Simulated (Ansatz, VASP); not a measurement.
In3B2H3 in VASP and in Ansatz

```
In B H
1.0
     3.64134    0.00000    0.00000
     0.00000    4.75387    0.00000
     0.00000    0.00000    6.69186
In B H
3 2 3
Direct
  0.00000 0.50000 0.00000
  0.50000 0.00000 0.50000
  0.50000 0.00000 0.00000
  0.00000 0.00000 0.25739
  0.00000 0.00000 0.74261
  0.50000 0.50000 0.17500
  0.50000 0.50000 0.82500
  0.00000 0.50000 0.50000
```

Change from the starting cell: species swapped into the Zr2Pd3Rh3 type (Pmmm, No. 47).

Alike in both runs: functional PBE; k mesh 3 × 3 × 2; occupations gaussian, width 0.15 eV; no spin polarisation.

Ansatz relaxed the structure, and its values are those at the end. VASP's run is a single point on that final structure, the one shown.

|  | VASP | Ansatz |
| --- | --- | --- |
| version | VASP 6.6.1 | Ansatz 0.2.0 |
| potentials or method | VASP PAW PBE potentials, release 64 (In_d, B, H), cutoff 500 eV | scalar-relativistic, plane waves, PAW |
| valence electrons in the cell | 48 | 48 |

Ansatz gave:

| Property | Result |
| --- | --- |
| gap on the k mesh at the Fermi level (eV) | none |
| pressure (GPa) | 0.4 |
| rms of the force components (eV/Å) | 0.009 |

Task: Estimate VASP's values.

Result: gap on the k mesh at the Fermi level (eV): none; pressure (GPa): 0.3; rms of the force components (eV/Å): 0.008.

A gap of «none» marks a metal or a gap that the smearing closes. The functional is the same, so the differences come from potentials, cutoffs and numerics.

The k mesh is coarse, so the values compare programs but aren't converged.
